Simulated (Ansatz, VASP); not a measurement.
MgSe in VASP and in Ansatz

```xyz
2
Lattice="0.0000 2.7543 2.7543 2.7543 0.0000 2.7543 2.7543 2.7543 0.0000" Properties=species:S:1:pos:R:3 pbc="T T T"
Mg    0.0000    0.0000    0.0000
Se    2.7543    2.7543    2.7543
```

Alike in both runs: functional PBE; k mesh 8 × 8 × 8; occupations gaussian, width 0.02 eV; no spin polarisation.

Ansatz relaxed the structure, and its values are those at the end. VASP's run is a single point on that final structure, the one shown.

|  | VASP | Ansatz |
| --- | --- | --- |
| version | VASP 6.6.1 | Ansatz 0.2.0 |
| potentials or method | VASP PAW PBE potentials, release 64 (Mg, Se), cutoff 600 eV | scalar-relativistic, plane waves, PAW |
| valence electrons in the cell | 8 | 26 |

|  | VASP | Ansatz | Ansatz less VASP |
| --- | --- | --- | --- |
| gap on the k mesh at the Fermi level (eV) | 1.75 | 1.77 | +0.023 |
| least direct gap on the mesh (eV) | 2.39 | 2.40 | +0.011 |
| pressure (GPa) | -0.1 | 0.0 | +0.13 |

The functional is the same, so the differences come from potentials, cutoffs and numerics. VASP's potentials hold 8 valence electrons a cell and Ansatz's 26, so a difference there can come from the potentials and not from the codes.
